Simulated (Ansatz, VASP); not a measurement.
## SrCd in VASP and in Ansatz

Contents of INCAR:

```
PREC = Accurate
ENCUT = 500
EDIFF = 1E-6
ISMEAR = 0
SIGMA = 0.15
LREAL = False
LASPH = True
NELM = 120
ALGO = Normal
ISIF = 2
LWAVE = False
LCHARG = True
GGA = CA
LELF = True
LVHAR = True
NBANDS = 18
GGA_COMPAT = False
```

KPOINTS

```
regular mesh
0
Gamma
  12 12 12
```

File POSCAR:

```
SrCd
1.0
    4.0030000000      0.0000000000      0.0000000000
    0.0000000000      4.0030000000      0.0000000000
    0.0000000000      0.0000000000      4.0030000000
Sr Cd
1 1
Direct
    0.5000000000      0.5000000000      0.5000000000
    0.0000000000      0.0000000000      0.0000000000
```

Input for Ansatz:

```yaml
crystal:
  lattice:
    - [4.003, 0.0, 0.0]
    - [0.0, 4.003, 0.0]
    - [0.0, 0.0, 4.003]
  atoms:
    - { symbol: Sr, position: [0.5, 0.5, 0.5] }
    - { symbol: Cd, position: [0.0, 0.0, 0.0] }
basis:
  ecutwfc: 420
kpoints:
  mp_grid: { grid: [12, 12, 12] }
hamiltonian:
  xc: lda
scf:
  occupations: { method: gaussian, width: 0.15 }
output:
  forces: true
  stress: true
  eigenvalues: true
```

Alike in both runs: task single point; functional LDA; k mesh 12 × 12 × 12; occupations gaussian, width 0.15 eV; no spin polarisation.

```csv
,VASP,Ansatz
version,VASP 6.6.1,Ansatz 0.2.0
potentials or method,"VASP PAW LDA potentials, release 64 (Sr_sv, Cd), cutoff 500 eV","scalar-relativistic, plane waves, PAW"
valence electrons in the cell,22,30
```

VASP gave:

```
gap on the k mesh at the Fermi level (eV) : none
pressure (GPa)                            : -2.0
```

Problem. Which values does Ansatz return?

Solution. gap on the k mesh at the Fermi level (eV): none; pressure (GPa): -2.1.

LDA's correlation is that of Perdew and Zunger in VASP and of Perdew and Wang (1992) in Ansatz. A gap of «none» marks a metal or a gap that the smearing closes. VASP's potentials hold 22 valence electrons a cell and Ansatz's 30, so a difference there can come from the potentials and not from the codes.
